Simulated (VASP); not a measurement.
# C in VASP: single point with PBE+D3(BJ)

Aim: the single point of C with PBE+D3(BJ).

All numbers are computed with VASP 6.6.1; they aren't measurements. Logs are shortened: lines on timing, memory, paths and dates and some standing lists are left out, and cuts for length are marked.

## Step 1: The cell of the first run

The cell holds a slab with vacuum, 10 atoms: a = 2.465 Å, b = 7.180 Å, c = 19.088 Å, α = 90.00°, β = 90.00°, γ = 99.88°.

## Step 2: Single point, PBE+D3(BJ)

Contents of INCAR:

```
SYSTEM = C
PREC     = Accurate       ! precision mode
ENCUT    = 520            ! plane-wave cutoff, eV
EDIFF    = 1E-6           ! SCF threshold, eV
ISMEAR   = 0              ! smearing method
SIGMA    = 0.1            ! smearing width, eV
LREAL    = .False.        ! projectors in reciprocal space
LASPH    = .True.         ! aspherical terms in the spheres
NELM     = 80             ! most SCF steps
ALGO     = Normal         ! electronic algorithm
ISIF     = 2              ! what is computed and relaxed
LWAVE    = .False.        ! write WAVECAR
LCHARG   = .False.        ! write CHGCAR
LDIPOL   = .True.       
IDIPOL   = 3            
DIPOL    = 0.5 0.5 0.498
GGA      = PE             ! functional
IVDW     = 12             ! dispersion correction
ISYM     = 0            
NBANDS   = 31             ! bands
```

Contents of KPOINTS:

```
Automatic mesh
0
Gamma
  12 4 1
  0 0 0
```

Contents of POSCAR:

```
C
1.0
    2.4650255242      0.0000000000      0.0000000000
   -1.2325127621      7.0736882673      0.0000000000
    0.0000000000      0.0000000000     19.0880975544
C
10
Direct
    0.7716333789      0.5432667578      0.3667206740
    0.5444028152      0.0888056305      0.4200324044
    0.8019924366      0.6039848731      0.4378030260
    0.0595822487      0.1191644973      0.4555736028
    0.3171722516      0.6343445031      0.4733441348
    0.0922149736      0.1844301691      0.5280453026
    0.3075179746      0.6150359018      0.5476453633
    0.6169529695      0.2339064522      0.5606867195
    0.7761136149      0.5522270554      0.5779973792
    0.6891004095      0.3782016492      0.6144851430
```

Potentials or basis: VASP PAW PBE potentials, release 64 (C).

Run with:

```
$ cat potpaw_PBE.64/C/POTCAR > POTCAR
$ mpirun -np 1 vasp_std > vasp.out
```

OUTCAR:

```text
SYSTEM = C
   PREC = Accurate
   ENCUT = 520
   EDIFF = 1E-6
   ISMEAR = 0
   LREAL = .False.
   LASPH = .True.
   NELM = 80
   ISIF = 2
   GGA = PE
   IVDW = 12
   ISYM = 0
 IVDW          = 12

 ion  position               nearest neighbor table
   1  0.772  0.543  0.367-   3 1.42
   2  0.544  0.089  0.420-   4 1.42   4 1.42
   3  0.802  0.604  0.438-   5 1.42   5 1.42   1 1.42
   4  0.060  0.119  0.456-   2 1.42   2 1.42   6 1.46
   5  0.317  0.634  0.473-   3 1.42   3 1.42   7 1.42
   6  0.092  0.184  0.528-   8 1.42   8 1.42   4 1.46
   7  0.308  0.615  0.548-   5 1.42   9 1.43   9 1.43
   8  0.617  0.234  0.561-   6 1.42   6 1.42  10 1.45
   9  0.776  0.552  0.578-  10 1.41   7 1.43   7 1.43
  10  0.689  0.378  0.614-   9 1.41   8 1.45

IMPORTANT INFORMATION: All symmetrisations will be switched off!
NOSYMM: (Re-)initialisation of all symmetry stuff for point group C_1.

----------------------------------------------------------------------------------------

                                     Primitive cell

  volume of cell :     332.8358

  direct lattice vectors                    reciprocal lattice vectors
     2.465025524  0.000000000  0.000000000     0.405675313  0.070684483  0.000000000
    -1.232512762  7.073688267  0.000000000     0.000000000  0.141368967  0.000000000
     0.000000000  0.000000000 19.088097554     0.000000000  0.000000000  0.052388668

  length of vectors
     2.465025524  7.180261375 19.088097554     0.411787270  0.141368967  0.052388668

  position of ions in fractional coordinates (direct lattice)
     0.771633379  0.543266758  0.366720674
     0.544402815  0.088805630  0.420032404
     0.801992437  0.603984873  0.437803026
     0.059582249  0.119164497  0.455573603
     0.317172252  0.634344503  0.473344135
     0.092214974  0.184430169  0.528045303
     0.307517975  0.615035902  0.547645363
     0.616952969  0.233906452  0.560686719
     0.776113615  0.552227055  0.577997379
     0.689100409  0.378201649  0.614485143

  ion indices of the primitive-cell ions
   primitive index   ion index
                 1           1
                 2           2
                 3           3
                 4           4
                 5           5
                 6           6
                 7           7
                 8           8
                 9           9
                10          10

----------------------------------------------------------------------------------------

 KPOINTS: Automatic mesh

Automatic generation of k-mesh.
 Grid dimensions read from file:
 generate k-points for:   12    4    1

 Generating k-lattice:

  Cartesian coordinates                     Fractional coordinates (reciprocal lattice)
     0.033806276  0.005890374  0.000000000     0.083333333 -0.000000000  0.000000000
     0.000000000  0.035342242  0.000000000     0.000000000  0.250000000  0.000000000
     0.000000000  0.000000000  0.052388668     0.000000000  0.000000000  1.000000000

  Length of vectors
     0.034315606  0.035342242  0.052388668

  Shift w.r.t. Gamma in fractional coordinates (k-lattice)
     0.000000000  0.000000000  0.000000000

 -----------------------------------------------------------------------------
|                                                                             |
|           W    W    AA    RRRRR   N    N  II  N    N   GGGG   !!!           |
|           W    W   A  A   R    R  NN   N  II  NN   N  G    G  !!!           |
|           W    W  A    A  R    R  N N  N  II  N N  N  G       !!!           |
|           W WW W  AAAAAA  RRRRR   N  N N  II  N  N N  G  GGG   !            |
|           WW  WW  A    A  R   R   N   NN  II  N   NN  G    G                |
|           W    W  A    A  R    R  N    N  II  N    N   GGGG   !!!           |
|                                                                             |
|     Your reciprocal lattice and k-lattice belong to different lattice       |
|     classes:                                                                |
|                                                                             |
|        The reciprocal lattice is base centered orthorhombic,                |
|        whereas your k-lattice is simple monoclinic.                         |
|                                                                             |
|     Results are often still useful ...                                      |
|                                                                             |
 -----------------------------------------------------------------------------

 WARNING: IBZKPT: internal override: KBLOWUP is changed to .FALSE.
      ... skipping the blow-up phase ...

 Subroutine IBZKPT returns following result:
 ===========================================

 Found     26 irreducible k-points:

 Following reciprocal coordinates:
            Coordinates               Weight
  0.000000  0.000000  0.000000      1.000000
  0.083333  0.000000  0.000000      2.000000
  0.166667  0.000000  0.000000      2.000000
  0.250000  0.000000  0.000000      2.000000
  0.333333 -0.000000  0.000000      2.000000
  0.416667 -0.000000  0.000000      2.000000
[... 16 lines left out ...]
  0.250000  0.500000  0.000000      2.000000
  0.333333  0.500000  0.000000      2.000000
 [... further k-points ...]
   k-points           NKPTS =     26   k-points in BZ     NKDIM =     26   number of bands    NBANDS=     31
   number of dos      NEDOS =    301   number of ions     NIONS =     10
   total plane-waves  NPLWV = 139968
   dimension x,y,z NGX =    18 NGY =   54 NGZ =  144
   dimension x,y,z NGXF=    36 NGYF=  108 NGZF=  288
   ions per type =              10
   NGX,Y,Z   is equivalent  to a cutoff of  12.14, 12.50, 12.54 a.u.
   NGXF,Y,Z  is equivalent  to a cutoff of  24.28, 25.01, 25.08 a.u.
 SYSTEM =  C
   PREC   = accura    normal or accurate (medium, high low for compatibility)
   ISTART =      0    job   : 0-new  1-cont  2-samecut
   ICHARG =      2    charge: 1-file 2-atom 10-const
   ISPIN  =      1    spin polarized calculation?
   LNONCOLLINEAR =      F non collinear calculations
   LSORBIT =      F    spin-orbit coupling
   LASPH  =      T    aspherical Exc in radial PAW
   ENCUT  =  520.0 eV  38.22 Ry    6.18 a.u.   4.58 13.35 35.49*2*pi/ulx,y,z
   NELM   =     80;   NELMIN=  2; NELMDL= -5     # of ELM steps
   EDIFF  = 0.1E-05   stopping-criterion for ELM
   LREAL  =      F    real-space projection
   EDIFFG = 0.1E-04   stopping-criterion for IOM
   NSW    =      0    number of steps for IOM
   IBRION =     -1    ionic relax: 0-MD 1-quasi-New 2-CG
   NFREE  =      0    steps in history (QN), initial steepest desc. (CG)
   ISIF   =      2    stress and relaxation
   ISYM   =      0    0-nonsym 1-usesym 2-fastsym
   POTIM  = 0.5000    time-step for ionic-motion
   TEBEG  =    0.0;   TEEND  =   0.0 temperature during run
   PSTRESS=    0.0 pullay stress
   NELECT =      40.0000    total number of electrons
   NUPDOWN=      -1.0000    fix difference up-down
   EMIN   =  10.00;   EMAX   =-10.00  energy-range for DOS
   EFERMI =   0.00;   METHOD = LEGACY
   ISMEAR =     0;   SIGMA  =   0.10  broadening in eV -4-tet -1-fermi 0-gaus
   EFERMI_NEDOS =   21; number of points for ismear=-14 and -15
   IALGO  =     38    algorithm
   IMIX   =      4    mixing-type and parameters
     AMIX     =   0.40;   BMIX     =  1.00
     AMIX_MAG =   1.60;   BMIX_MAG =  1.00
  volume/ion in A,a.u.               =      33.28       224.61
  Fermi-wavevector in a.u.,A,eV,Ry     =   0.807889  1.526688  8.880306  0.652684
  Thomas-Fermi vector in A             =   1.916592
   LORBIT       =      0    0 simple, 1 ext, 2 COOP (PROOUT), +10 PAW based schemes
   GGA     = PE    functional components
   LHFCALC =     F    Hartree Fock is set to
   AEXX    =    0.0000 exact exchange contribution
   IVDW    =    12    specifies the selected vdW correction
   LEPSILON=     F    determine dielectric tensor
   LRPA    =     F    only Hartree local field effects (RPA)
 non-spin polarized calculation
 Gauss-broadening in eV      SIGMA  =   0.10
  energy-cutoff  :      520.00
  volume of cell :      332.84
 maximum number of plane-waves:      9014
   NGX =  9   NGY = 27   NGZ = 71

 number of electron      40.0000001 magnetization

 dipolmoment           0.000000      0.000000     -0.161084 electrons x Angstroem

 Free energy of the ion-electron system (eV)
  ---------------------------------------------------
  ext. energy  EPLUGINS =         0.00000000
  ---------------------------------------------------
  free energy    TOTEN  =       -79.94402211 eV

  energy without entropy =      -79.90152359  energy(sigma->0) =      -79.92277285

 E-fermi :  -3.5608     XC(G=0):  -3.6104

 val. band max:       -3.5616858047   @ k =   0.0000   0.0000   0.0000
 cond. band min:      -3.5494353271   @ k =  -0.0833   0.2500   0.0000
 fundamental gap:      0.0122504776
 Fermi energy:        -3.5607703031

 k-point     1 :       0.0000    0.0000    0.0000
  band No.  band energies     occupation
      1     -22.9756      2.00000
      2     -21.7715      2.00000
      3     -20.5615      2.00000
      4     -19.1073      2.00000
      5     -17.0169      2.00000
      6     -15.0050      2.00000
[... 23 lines left out ...]
     30       3.5871      0.00000
     31       3.8076      0.00000

 k-point     2 :       0.0833    0.0000    0.0000
  band No.  band energies     occupation
      1     -22.8522      2.00000
      2     -21.6521      2.00000
      3     -20.4439      2.00000
      4     -18.9951      2.00000
      5     -16.9195      2.00000
      6     -14.9183      2.00000
[... 23 lines left out ...]
     30       3.7563      0.00000
     31       3.9304      0.00000

 k-point     3 :       0.1667    0.0000    0.0000
  band No.  band energies     occupation
      1     -22.4836      2.00000
      2     -21.2949      2.00000
      3     -20.0937      2.00000
      4     -18.6603      2.00000
      5     -16.6419      2.00000
      6     -14.6774      2.00000
[... 23 lines left out ...]
     30       4.0161      0.00000
     31       4.2320      0.00000

 k-point     4 :       0.2500    0.0000    0.0000
  band No.  band energies     occupation
      1     -21.8755      2.00000
      2     -20.7041      2.00000
      3     -19.5217      2.00000
      4     -18.1105      2.00000
      5     -16.2561      2.00000
      6     -14.3872      2.00000
[... 635 lines left out ...]
     30       4.0506      0.00000
     31       4.3853      0.00000

 k-point    23 :       0.2500    0.5000    0.0000
  band No.  band energies     occupation
      1     -21.8660      2.00000
      2     -20.7338      2.00000
      3     -19.4861      2.00000
      4     -18.1363      2.00000
      5     -16.2481      2.00000
      6     -14.3771      2.00000
[... 23 lines left out ...]
     30       4.4448      0.00000
     31       4.8711      0.00000

 k-point    24 :       0.3333    0.5000    0.0000
  band No.  band energies     occupation
      1     -21.0350      2.00000
      2     -19.9097      2.00000
      3     -18.7366      2.00000
      4     -17.3976      2.00000
      5     -16.0937      2.00000
      6     -14.6718      2.00000
[... 23 lines left out ...]
     30       5.3145      0.00000
     31       5.4619      0.00000

 [... further k-points ...]

------------------------ aborting loop because EDIFF is reached ----------------------------------------

 vacuum level on the upper side and lower side of the slab       (xc-potential included)        -0.974         0.646

 Edisp (eV)   -1.10144

 E8    (eV) :    -0.3349

  FORCE on cell =-STRESS in cart. coord.  units (eV):
  Direction    XX          YY          ZZ          XY          YZ          ZX
  --------------------------------------------------------------------------------------
  -------------------------------------------------------------------------------------
  Total      -4.53357     0.11251    -2.45079    -0.00004    -1.35484     0.00001
  in kB     -21.82334     0.54159   -11.79739    -0.00020    -6.52182     0.00006
  external pressure =      -11.03 kB  Pullay stress =        0.00 kB

 VOLUME and BASIS-vectors are now :
 -----------------------------------------------------------------------------
  energy-cutoff  :      520.00
  volume of cell :      332.84
      direct lattice vectors                 reciprocal lattice vectors
     2.465025524  0.000000000  0.000000000     0.405675313  0.070684483  0.000000000
    -1.232512762  7.073688267  0.000000000     0.000000000  0.141368967  0.000000000
     0.000000000  0.000000000 19.088097554     0.000000000  0.000000000  0.052388668

 POSITION                                       TOTAL-FORCE (eV/Angst)
 -----------------------------------------------------------------------------------
      1.23251      3.84290      7.00000         0.000019      0.378147      1.478536
      1.23251      0.62818      8.01762         0.000131      0.451396      1.842717
      1.23251      4.27240      8.35683         0.000152      0.559775     -2.537075
      0.00000      0.84293      8.69603        -0.000084     -0.739637     -1.676446
      0.00000      4.48716      9.03524        -0.000117     -0.656924      0.805525
     -0.00000      1.30460     10.07938        -0.000101     -0.008754     -0.000894
      0.00000      4.35057     10.45351        -0.000017      0.025083      0.004563
      1.23251      1.65458     10.70244        -0.000182     -0.020342      0.009060
      1.23251      3.90628     11.03287         0.000133      0.025406      0.018723
      1.23251      2.67528     11.72935         0.000066     -0.014150      0.055291
 -----------------------------------------------------------------------------------
    total drift:                               -0.000546     -0.000243      0.000099

  FREE ENERGIE OF THE ION-ELECTRON SYSTEM (eV)
  ---------------------------------------------------
  free  energy   TOTEN  =       -81.0454620390 eV

  energy  without entropy=      -81.0029635244  energy(sigma->0) =      -81.02421278

 vacuum level on the upper side and lower side of the slab         1.927         3.590
```

Run time: 4.3 min. Hardware: 1 thread of Intel Xeon 6975P-C (Granite Rapids), shared host; peak memory 0.45 GiB.

What came out:

```
Free energy                : -81.0455 eV
Largest force              : 2.598 eV/Å
Band gap on the k mesh     : zero (band 20 reaches -3.52 eV, above the bottom of band 21 at -3.90 eV)
Dispersion energy per atom : -0.110 eV
```

Forces on the atoms (eV/Å):
```
C    0.000  0.378  1.479
C    0.000  0.451  1.843
C    0.000  0.560 -2.537
C    0.000 -0.740 -1.676
C    0.000 -0.657  0.806
C    0.000 -0.009 -0.001
C    0.000  0.025  0.005
C    0.000 -0.020  0.009
C    0.000  0.025  0.019
C    0.000 -0.014  0.055
```
